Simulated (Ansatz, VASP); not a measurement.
Two plane-wave programs on HfS2

```
CELL_PARAMETERS angstrom
3.62035 0.00000 0.00000
-1.81017 3.13531 0.00000
0.00000 0.00000 20.90997
ATOMIC_POSITIONS crystal
S 0.66667 0.33333 0.43042
S 0.33333 0.66667 0.56958
Hf 0.00000 0.00000 0.50000
```

Alike in both runs: functional PBE; dispersion D3(BJ); k mesh 9 × 9 × 1; occupations gaussian, width 0.05 eV; no spin polarisation.

Ansatz relaxed the structure, and its values are those at the end. VASP's run is a single point on that final structure, the one shown.

|  | VASP | Ansatz |
| --- | --- | --- |
| version | VASP 6.6.1 | Ansatz 0.2.0 |
| potentials or method | VASP PAW PBE potentials, release 64 (S, Hf_pv), cutoff 400 eV | scalar-relativistic, plane waves, PAW |
| valence electrons in the cell | 22 | 38 |

```csv
,VASP,Ansatz,Ansatz less VASP
gap on the k mesh at the Fermi level (eV),1.25,1.24,-0.015
rms of the force components (eV/Å),0.033,0.003,-0.0299
```

VASP's potentials hold 22 valence electrons a cell and Ansatz's 38, so a difference there can come from the potentials and not from the codes.

Spin-orbit coupling is off throughout.
